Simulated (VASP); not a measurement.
A run of VASP 6.6.1:

POSCAR

```
BN
1.0
    0.0000000000      1.7611332512      1.7611332512
    1.7611332512      0.0000000000      1.7611332512
    1.7611332512      1.7611332512      0.0000000000
B N
1 1
Direct
    0.0000000000      0.0000000000      0.0000000000
    0.2500000000      0.2500000000      0.2500000000
```

The input INCAR.step1:

```
SYSTEM = BN
  PREC = Accurate
  ENCUT = 520
  ISMEAR = 0
  SIGMA = 0.01
  LREAL = .False.
  LASPH = .True.
  NELM = 80
  NBANDS = 11
  GGA = PE
  ALGO = Normal
  EDIFF = 1E-4
  LWAVE = .True.
  LCHARG = .False.
```

The input INCAR.step2:

```
SYSTEM = BN
  PREC = Accurate
  ENCUT = 520
  EDIFF = 1E-6
  ISMEAR = 0
  SIGMA = 0.01
  LREAL = .False.
  LASPH = .True.
  NELM = 80
  ALGO = Normal
  ISIF = 2
  LWAVE = .False.
  LCHARG = .False.
  METAGGA = R2SCAN
  LMIXTAU = .True.
  NBANDS = 11
  ISTART = 1
```

KPOINTS

```
Automatic mesh
0
Gamma
  10 10 10
  0 0 0
```

Potentials or basis: VASP PAW PBE potentials, release 64 (B, N).

The run is started by

```sh
$ cat potpaw_PBE.64/B/POTCAR potpaw_PBE.64/N/POTCAR > POTCAR
$ cp INCAR.step1 INCAR
$ mpirun -np 1 vasp_std > vasp.out
$ cp INCAR.step2 INCAR
$ mpirun -np 1 vasp_std > vasp.out
```

Hardware: 1 thread of Intel(R) Xeon(R) Platinum 8488C (Sapphire Rapids) (shared host).

Task: How long does it take, and how much memory?

Result: Run time: 31 s on 1 thread of Intel(R) Xeon(R) Platinum 8488C (Sapphire Rapids), with other jobs on the host, peak memory 0.12 GiB. Counts: k points 47.
